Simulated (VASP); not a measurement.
Here is a VASP 6.6.1 calculation.

The input INCAR:

```
SYSTEM = In
PREC = Accurate
ENCUT = 520
EDIFF = 1E-8
ISMEAR = -1
SIGMA = 0.05
LREAL = .False.
LASPH = .True.
NELM = 80
ALGO = Normal
ISIF = 2
LWAVE = .False.
LCHARG = .False.
GGA = PE
LEFG = .True.
NBANDS = 26
```

KPOINTS

```
regular mesh
0
Gamma
  14 14 14
  0 0 0
```

The input POSCAR:

```
In
1.0
    1.7030295529      0.9832445708      8.2074632500
   -1.7030295529      0.9832445708      8.2074632500
    0.0000000000     -1.9664891416      8.2074632500
In
3
Direct
    0.0000000000      0.0000000000      0.0000000000
    0.7780122400      0.7780122400      0.7780122400
    0.2219877600      0.2219877600      0.2219877600
```

Potentials or basis: VASP PAW PBE potentials, release 64 (In_d).

Run with:

```console
$ cat potpaw_PBE.64/In_d/POTCAR > POTCAR
$ mpirun -np 1 vasp_std > vasp.out
```

Problem. Estimate the largest force.

Solution. 0.003 eV/Å.

Problem. Predict the band gap on the k mesh.

Solution. Zero (an odd number of electrons rules out a gap without spin polarisation).

Problem. What does it give for the pressure?

Solution. 0.1 GPa.

Electric field gradients, principal values (V/Å²):
```tsv
atom	least	middle	greatest (by size)
1 In	1.543	1.543	-3.086
2 In	5.220	5.220	-10.441
3 In	5.220	5.220	-10.441
```

Caveat: the cell differs from its parent crystal (equal xx and yy strain of +2 %); without QUAD_EFG the Cq values of the log hold for a quadrupole moment of 1 mb, not for the nuclei; spin-orbit coupling is left out, which moves the levels of the heavy elements.
